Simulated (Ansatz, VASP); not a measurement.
# MnO: VASP beside Ansatz

The input INCAR:

```
SYSTEM = MnO
ALGO = Normal
EDIFF = 1E-8
ENCUT = 520
GGA = PE
ISIF = 2
ISMEAR = -1
ISPIN = 2
LASPH = .True.
LCHARG = .False.
LEFG = .True.
LMAXMIX = 4
LORBIT = 11
LREAL = .False.
LWAVE = .False.
MAGMOM = 4 0
NBANDS = 20
NELM = 150
PREC = Accurate
SIGMA = 0.05
```

KPOINTS

```
k-points
0
Gamma
  13 13 13
  0 0 0
```

The input POSCAR:

```
MnO
1.0
    0.0000000000      2.2632413586      2.2632413586
    2.2632413586      0.0000000000      2.2632413586
    2.2632413586      2.2632413586      0.0000000000
Mn O
1 1
Direct
    0.0000000000      0.0000000000      0.0000000000
    0.5000000000      0.5000000000      0.5000000000
```

Input for Ansatz:

```yaml
crystal:
  lattice:
    - [0.0, 2.2632413586, 2.2632413586]
    - [2.2632413586, 0.0, 2.2632413586]
    - [2.2632413586, 2.2632413586, 0.0]
  atoms:
    - { symbol: Mn, position: [0.0, 0.0, 0.0], spin: 4.0 }
    - { symbol: O, position: [0.5, 0.5, 0.5] }
magnetization:
  spin_polarized: true
kpoints:
  mp_grid: { grid: [13, 13, 13] }
scf:
  occupations: { method: fermi_dirac, width: 0.05 }
hamiltonian:
  xc: pbe
  pseudopotentials: { kind: paw }
output:
  forces: true
  stress: true
  eigenvalues: true
  efg: { contact_densities: true }
```

Change from the starting cell: volume scaled by 1.06, PAW files.

Alike in both runs: task electric field gradients; functional PBE; k mesh 13 × 13 × 13; occupations fermi-dirac, width 0.05 eV; collinear spin.

```csv
,VASP,Ansatz
version,VASP 6.6.1,Ansatz 0.2.0
potentials or method,"VASP PAW PBE potentials, release 64 (Mn_pv, O)","PAW with Ansatz's default frozen-core files, scalar-relativistic"
plane-wave cutoff (eV),520,420
valence electrons in the cell,19,21
```

Ansatz gave:

- pressure (GPa): -5.6
- net moment per atom (μB): 2.44
- size of the moment on the site where the two differ most (μB): 4.16

Task: What did VASP give for the same quantities?

Result: Pressure (GPa): -5.5; net moment per atom (μB): 2.44; size of the moment on the site where the two differ most (μB): 4.42.

Site moments also hang on the region over which each program counts them. With one functional, cell and mesh, what is left measures potentials, basis and numerics. VASP's potentials hold 19 valence electrons a cell and Ansatz's 21, so a difference there can come from the potentials and not from the codes.
